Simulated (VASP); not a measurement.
MgO: single point with PBE

MgO:

```
Mg O
1.0
     2.96858    0.00000   -0.00015
     0.00000    3.00015    0.00000
    -0.97191    0.00000    5.33136
Mg O
2 2
Direct
  0.00000 0.00000 0.00000
  0.50000 0.50000 0.50000
  0.40674 0.00000 0.74182
  0.59326 0.00000 0.25818
```

- Program: VASP 6.6.1
- Task: single point
- Functional: PBE
- Potentials or basis: VASP PAW PBE potentials, release 64 (Mg, O)
- Cutoff: 520 eV
- k mesh: 10 × 10 × 6
- Occupations: gaussian, width 0.02 eV
- Spin: no spin polarisation
- Dipole correction: no
- k mesh for the DOS: 15 × 15 × 9
- Occupations for the DOS: tetrahedron
- Further INCAR settings: ALGO = Normal; EDIFF = 1e-06

| Property | Result |
| --- | --- |
| Valence electrons inside the program's atomic spheres | Mg 0.41, 0.38; O 5.05 |

Levels at points of the mesh, in eV from the valence-band top:
| k point | band 6 | band 7 | band 8 | band 9 | band 10 | band 11 |
| --- | --- | --- | --- | --- | --- | --- |
| (0.00, 0.00, 0.00) | -0.49 | -0.38 | -0.12 | 1.50 | 6.58 | 7.29 |

Run time: 110 s on 1 thread of Intel(R) Xeon(R) Platinum 8488C (Sapphire Rapids), with other jobs on the host, peak memory 0.41 GiB.
